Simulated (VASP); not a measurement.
# Ba2Be (P1) in VASP: single point with PBE

Aim: the single point of Ba2Be with PBE.

Program: VASP 6.6.1. These are calculated values, not measurements. Logs are shortened: lines on timing, memory, paths and dates and some standing lists are left out, and cuts for length are marked.

## (1) The cell of the first run

The typed cell holds 12 atoms: a = 6.813 Å, b = 6.817 Å, c = 11.331 Å, α = 89.74°, β = 90.29°, γ = 112.22°.

## (2) Single point, PBE

Input file INCAR:

```
PREC     = Accurate       # precision mode
ENCUT    = 520            # plane-wave cutoff, eV
EDIFF    = 1E-6           # SCF threshold, eV
ISMEAR   = 0              # smearing method
SIGMA    = 0.2            # smearing width, eV
LREAL    = False          # projectors in reciprocal space
LASPH    = True           # aspherical terms in the spheres
NELM     = 60             # most SCF steps
ALGO     = Fast           # electronic algorithm
ISIF     = 2              # what is computed and relaxed
LWAVE    = False          # write WAVECAR
LCHARG   = False          # write CHGCAR
GGA      = PE             # functional
NBANDS   = 56             # bands
```

Input file KPOINTS:

```
Automatic mesh
0
Gamma
  4 4 2
```

Input file POSCAR:

```
Ba2Be
1.0
   -4.0114280618      3.9868686467      3.7978567446
    4.0120073028     -3.9899318261      3.8017857009
    8.0354786386      7.9884014528     -0.0027628180
Ba Be
8 4
Direct
    0.2472968534      0.7478069858      0.4481464677
    0.7528712309      0.2525644306      0.9485804723
    0.5508111067      0.4487547253      0.2495090689
    0.0510954495      0.9488784763      0.7495274956
    0.9486251863      0.0510461194      0.2505936350
    0.4488859069      0.5508181397      0.7504522249
    0.2529504089      0.7527076510      0.0514137295
    0.7475257730      0.2475696639      0.5517847418
    0.2499082791      0.2493438401     -0.0000829033
    0.7458270603      0.7463572541      0.5000669173
    0.7537032514      0.7532727722      0.0000070820
    0.2504994936      0.2508799415      0.5000010681
```

Potentials or basis: VASP PAW PBE potentials, release 64 (Ba_sv, Be).

Launch:

```console
$ cat potpaw_PBE.64/Ba_sv/POTCAR potpaw_PBE.64/Be/POTCAR > POTCAR
$ mpirun -np 1 vasp_std > vasp.out
```

OUTCAR:

```text
PREC = Accurate
   ENCUT = 520
   EDIFF = 1E-6
   ISMEAR = 0
   LREAL = False
   LASPH = True
   NELM = 60
   ISIF = 2
   GGA = PE

 ion  position               nearest neighbor table
   1  0.247  0.748  0.448-  12 3.44  10 3.45  10 3.47  12 3.47   8 3.98   8 3.98   5 4.06   6 4.09
                             3 4.10   4 4.10   7 4.50
   2  0.753  0.253  0.949-   9 3.44  11 3.45  11 3.46   9 3.47   7 3.97   7 3.97   6 4.07   5 4.08
                             4 4.10   3 4.10   8 4.50
   3  0.551  0.449  0.250-   9 3.45  10 3.45  12 3.46  11 3.47   5 3.97   5 3.97   7 4.07   8 4.09
                             1 4.10   2 4.10   5 4.50
   4  0.051  0.949  0.750-  11 3.45  12 3.46   9 3.46  10 3.47   6 3.97   6 3.97   8 4.07   7 4.08
                             2 4.10   1 4.10   6 4.50
   5  0.949  0.051  0.251-  11 3.45  12 3.45  10 3.47   9 3.47   3 3.97   3 3.97   1 4.06   2 4.08
                             8 4.10   7 4.10   3 4.50
   6  0.449  0.551  0.750-  10 3.45   9 3.45  12 3.46  11 3.47   4 3.97   4 3.97   2 4.07   1 4.09
                             8 4.09   7 4.10   4 4.50
   7  0.253  0.753  0.051-   9 3.44  11 3.45  11 3.46   9 3.48   2 3.97   2 3.97   3 4.07   4 4.08
                             6 4.10   5 4.10   1 4.50
   8  0.748  0.248  0.552-  12 3.44  10 3.45  10 3.46  12 3.47   1 3.98   1 3.98   4 4.07   3 4.09
                             6 4.09   5 4.10   2 4.50
   9  0.250  0.249  1.000-   7 3.44   2 3.44   3 3.45   6 3.45   4 3.46   5 3.47   2 3.47   7 3.48

  10  0.746  0.746  0.500-   1 3.45   6 3.45   8 3.45   3 3.45   8 3.46   1 3.47   4 3.47   5 3.47

  11  0.754  0.753  0.000-   7 3.45   4 3.45   2 3.45   5 3.45   7 3.46   2 3.46   6 3.47   3 3.47

  12  0.250  0.251  0.500-   8 3.44   1 3.44   5 3.45   4 3.46   6 3.46   3 3.46   8 3.47   1 3.47

  LATTYP: Found a triclinic cell.
 ALAT       =     6.8125173434
 B/A-ratio  =     1.0006347914
 C/A-ratio  =     1.6632094920
 COS(alpha) =     0.0045924624
 COS(beta)  =     0.0051240957
 COS(gamma) =     0.3781789562

  Lattice vectors:

 A1 = (  -4.0114280618,   3.9868686467,   3.7978567446)
 A2 = (  -4.0120073028,   3.9899318261,  -3.8017857009)
 A3 = (  -8.0354786386,  -7.9884014528,   0.0027628180)

Analysis of symmetry for initial positions (statically):
=====================================================================
 Subroutine PRICEL returns:
 Original cell was already a primitive cell.

 Routine SETGRP: Setting up the symmetry group for a
 triclinic supercell.

 Subroutine GETGRP returns: Found  1 space group operations
 (whereof  1 operations were pure point group operations)
 out of a pool of  2 trial point group operations.

The static configuration has the point symmetry C_1 .

Analysis of symmetry for dynamics (positions and initial velocities):
=====================================================================
 Subroutine PRICEL returns:
 Original cell was already a primitive cell.

 Routine SETGRP: Setting up the symmetry group for a
 triclinic supercell.

 Subroutine GETGRP returns: Found  1 space group operations
 (whereof  1 operations were pure point group operations)
 out of a pool of  2 trial point group operations.

The dynamic configuration has the point symmetry C_1 .

 Subroutine INISYM returns: Found  1 space group operations
 (whereof  1 operations are pure point group operations),
 and found     1 'primitive' translations

----------------------------------------------------------------------------------------

                                     Primitive cell

  volume of cell :     487.1060

  direct lattice vectors                    reciprocal lattice vectors
    -4.011428062  3.986868647  3.797856745    -0.062325591  0.062738407  0.131615176
     4.012007303 -3.989931826  3.801785701     0.062306401 -0.062628086  0.131555146
     8.035478639  7.988401453 -0.002762818     0.062225495  0.062589295  0.000020485

  length of vectors
     6.812517343  6.816841871 11.330643510     0.158565891  0.158464889  0.088257762

  position of ions in fractional coordinates (direct lattice)
     0.247296853  0.747806986  0.448146468
     0.752871231  0.252564431  0.948580472
     0.550811107  0.448754725  0.249509069
     0.051095449  0.948878476  0.749527496
     0.948625186  0.051046119  0.250593635
[... 33 lines left out ...]
  Cartesian coordinates                     Fractional coordinates (reciprocal lattice)
    -0.015581398  0.015684602  0.032903794     0.250000000 -0.000000000  0.000000000
     0.015576600 -0.015657021  0.032888786    -0.000000000  0.250000000 -0.000000000
     0.031112748  0.031294648  0.000010243    -0.000000000  0.000000000  0.500000000

  Length of vectors
     0.039641473  0.039616222  0.044128881

  Shift w.r.t. Gamma in fractional coordinates (k-lattice)
     0.000000000  0.000000000  0.000000000

 Subroutine IBZKPT returns following result:
 ===========================================

 Found     20 irreducible k-points:

 Following reciprocal coordinates:
            Coordinates               Weight
  0.000000  0.000000  0.000000      1.000000
  0.250000  0.000000  0.000000      2.000000
  0.500000  0.000000  0.000000      1.000000
 -0.000000  0.250000  0.000000      2.000000
  0.250000  0.250000 -0.000000      2.000000
  0.500000  0.250000 -0.000000      2.000000
[... 12 lines left out ...]
  0.250000  0.500000  0.500000      2.000000
  0.500000  0.500000  0.500000      1.000000
   k-points           NKPTS =     20   k-points in BZ     NKDIM =     20   number of bands    NBANDS=     56
   number of dos      NEDOS =    301   number of ions     NIONS =     12
   total plane-waves  NPLWV = 244944
   dimension x,y,z NGX =    54 NGY =   54 NGZ =   84
   dimension x,y,z NGXF=   108 NGYF=  108 NGZF=  168
   ions per type =               8   4
   NGX,Y,Z   is equivalent  to a cutoff of  13.18, 13.17, 12.32 a.u.
   NGXF,Y,Z  is equivalent  to a cutoff of  26.36, 26.34, 24.65 a.u.
 SYSTEM =  unknown system
   PREC   = accura    normal or accurate (medium, high low for compatibility)
   ISTART =      0    job   : 0-new  1-cont  2-samecut
   ICHARG =      2    charge: 1-file 2-atom 10-const
   ISPIN  =      1    spin polarized calculation?
   LNONCOLLINEAR =      F non collinear calculations
   LSORBIT =      F    spin-orbit coupling
   LASPH  =      T    aspherical Exc in radial PAW
   ENCUT  =  520.0 eV  38.22 Ry    6.18 a.u.  12.67 12.67 21.07*2*pi/ulx,y,z
   NELM   =     60;   NELMIN=  2; NELMDL= -5     # of ELM steps
   EDIFF  = 0.1E-05   stopping-criterion for ELM
   LREAL  =      F    real-space projection
   EDIFFG = 0.1E-04   stopping-criterion for IOM
   NSW    =      0    number of steps for IOM
   IBRION =     -1    ionic relax: 0-MD 1-quasi-New 2-CG
   NFREE  =      0    steps in history (QN), initial steepest desc. (CG)
   ISIF   =      2    stress and relaxation
   ISYM   =      2    0-nonsym 1-usesym 2-fastsym
   POTIM  = 0.5000    time-step for ionic-motion
   TEBEG  =    0.0;   TEEND  =   0.0 temperature during run
   PSTRESS=    0.0 pullay stress
   NELECT =      88.0000    total number of electrons
   NUPDOWN=      -1.0000    fix difference up-down
   EMIN   =  10.00;   EMAX   =-10.00  energy-range for DOS
   EFERMI =   0.00;   METHOD = LEGACY
   ISMEAR =     0;   SIGMA  =   0.20  broadening in eV -4-tet -1-fermi 0-gaus
   EFERMI_NEDOS =   21; number of points for ismear=-14 and -15
   IALGO  =     68    algorithm
   IMIX   =      4    mixing-type and parameters
     AMIX     =   0.40;   BMIX     =  1.00
     AMIX_MAG =   1.60;   BMIX_MAG =  1.00
  volume/ion in A,a.u.               =      40.59       273.93
  Fermi-wavevector in a.u.,A,eV,Ry     =   0.925468  1.748880 11.653259  0.856490
  Thomas-Fermi vector in A             =   2.051325
   LORBIT       =      0    0 simple, 1 ext, 2 COOP (PROOUT), +10 PAW based schemes
   GGA     = PE    functional components
   LHFCALC =     F    Hartree Fock is set to
   AEXX    =    0.0000 exact exchange contribution
   IVDW    =     0    specifies the selected vdW correction
   LEPSILON=     F    determine dielectric tensor
   LRPA    =     F    only Hartree local field effects (RPA)
 non-spin polarized calculation
 RMM-DIIS sequential band-by-band and
 Gauss-broadening in eV      SIGMA  =   0.20
  energy-cutoff  :      520.00
  volume of cell :      487.11
 maximum number of plane-waves:     13144
 NGX is ok and might be reduce to    54
   NGX = 25   NGY = 25   NGZ = 43

 number of electron      87.9999994 magnetization

 Free energy of the ion-electron system (eV)
  ---------------------------------------------------
  ext. energy  EPLUGINS =         0.00000000
  ---------------------------------------------------
  free energy    TOTEN  =       -25.20338794 eV

  energy without entropy =      -24.94058048  energy(sigma->0) =      -25.07198421

 E-fermi :   2.1677     XC(G=0):  -8.0273

 val. band max:        2.1273471901   @ k =  -0.2500   0.2500   0.5000
 cond. band min:       2.1696888590   @ k =   0.5000   0.2500  -0.0000
 fundamental gap:      0.0423416689
 Fermi energy:         2.1676934683

 k-point     1 :       0.0000    0.0000    0.0000
  band No.  band energies     occupation
      1     -26.3702      2.00000
      2     -26.3274      2.00000
      3     -26.3183      2.00000
      4     -26.2815      2.00000
      5     -26.2687      2.00000
      6     -26.2654      2.00000
[... 1169 lines left out ...]
     55       3.6836      0.00000
     56       3.8629      0.00000

------------------------ aborting loop because EDIFF is reached ----------------------------------------

  FORCE on cell =-STRESS in cart. coord.  units (eV):
  Direction    XX          YY          ZZ          XY          YZ          ZX
  --------------------------------------------------------------------------------------
  -------------------------------------------------------------------------------------
  Total        0.2630021      0.6810773      0.6896232     -0.0226596      0.0107042     -0.0009674
  in kB        0.8650601      2.2401831      2.2682922     -0.0745314      0.0352080     -0.0031820
  external PRESSURE =       1.7911785 kB  Pullay stress =       0.0000000 kB

 VOLUME and BASIS-vectors are now :
 -----------------------------------------------------------------------------
  energy-cutoff  :      520.00
  volume of cell :      487.11
      direct lattice vectors                 reciprocal lattice vectors
    -4.011428062  3.986868647  3.797856745    -0.062325591  0.062738407  0.131615176
     4.012007303 -3.989931826  3.801785701     0.062306401 -0.062628086  0.131555146
     8.035478639  7.988401453 -0.002762818     0.062225495  0.062589295  0.000020485

 POSITION                                       TOTAL-FORCE (eV/Angst)
 -----------------------------------------------------------------------------------
      5.60926      1.58222      3.78096        -0.005996     -0.006140      0.001138
      5.61550      9.57153      3.81687        -0.008684     -0.011160     -0.002857
      1.59579      2.39869      3.79728        -0.011864      0.012987      0.001778
      9.62475      2.40528      3.79942        -0.013241      0.011290     -0.000987
     -1.58690      5.58022      3.79612         0.008960     -0.012529      0.000141
      6.43946      5.58684      3.79682         0.013505     -0.013330      0.000917
      2.41831     -1.58406      3.82216         0.009377      0.010618     -0.005132
      2.42846      6.40038      3.77868         0.006731      0.008282      0.002603
      8.03269      7.98923      1.89431         0.003825     -0.000649     -0.000653
      4.02084      3.99034      5.66865        -0.002380      0.001043      0.004346
     -0.00123     -0.00053      5.72624         0.000961     -0.000914     -0.002490
      4.01942      3.99192      1.90377        -0.001194      0.000502      0.001196
 -----------------------------------------------------------------------------------
    total drift:                                0.000025      0.000054     -0.000025

  FREE ENERGIE OF THE ION-ELECTRON SYSTEM (eV)
  ---------------------------------------------------
  free  energy   TOTEN  =       -25.2033879430 eV

  energy  without entropy=      -24.9405804783  energy(sigma->0) =      -25.07198421
```

It took 34 min on 1 thread of Intel Xeon 8259CL, shared host; peak memory 0.78 GiB.

What came out:

```
Free energy            : -25.2034 eV
Pressure               : 0.2 GPa
Largest force          : 0.019 eV/Å
Band gap on the k mesh : zero (bands 44 and 45 overlap by 0.48 eV)
```

Forces on the atoms (eV/Å):
```
Ba  -0.006 -0.006  0.001
Ba  -0.009 -0.011 -0.003
Ba  -0.012  0.013  0.002
Ba  -0.013  0.011 -0.001
Ba   0.009 -0.013  0.000
Ba   0.014 -0.013  0.001
Ba   0.009  0.011 -0.005
Ba   0.007  0.008  0.003
Be   0.004 -0.001 -0.001
Be  -0.002  0.001  0.004
Be   0.001 -0.001 -0.002
Be  -0.001  0.001  0.001
```

Stress tensor (GPa, compression positive):
```
 0.09 -0.01  0.00
-0.01  0.22  0.00
 0.00  0.00  0.23
```

Levels at points of the mesh, in eV from the Fermi level:
```tsv
k point	band 41	band 42	band 43	band 44	band 45	band 46	band 47	band 48
(0.00, 0.00, 0.00)	-0.39	-0.10	0.26	0.27	0.33	0.42	0.44	0.64
(0.50, 0.00, 0.00)	-0.45	-0.45	0.01	0.01	0.15	0.15	0.39	0.39
(0.00, 0.50, 0.00)	-0.45	-0.45	0.01	0.01	0.15	0.15	0.39	0.40
(0.50, 0.50, 0.00)	-0.82	-0.69	-0.66	-0.38	-0.09	-0.05	0.27	0.34
(0.00, 0.00, 0.50)	-0.34	-0.33	0.06	0.06	0.24	0.24	0.61	0.61
(0.50, 0.00, 0.50)	-0.22	-0.21	-0.21	-0.20	0.21	0.21	0.23	0.24
(0.00, 0.50, 0.50)	-0.22	-0.21	-0.21	-0.20	0.21	0.21	0.23	0.24
(0.50, 0.50, 0.50)	-0.56	-0.55	-0.55	-0.55	-0.21	-0.20	0.11	0.11
```

Caveat: spin-orbit coupling is left out, which moves the levels of the heavy elements.

The gap in the log of VASP goes by the Fermi energy; the results here count the filled bands.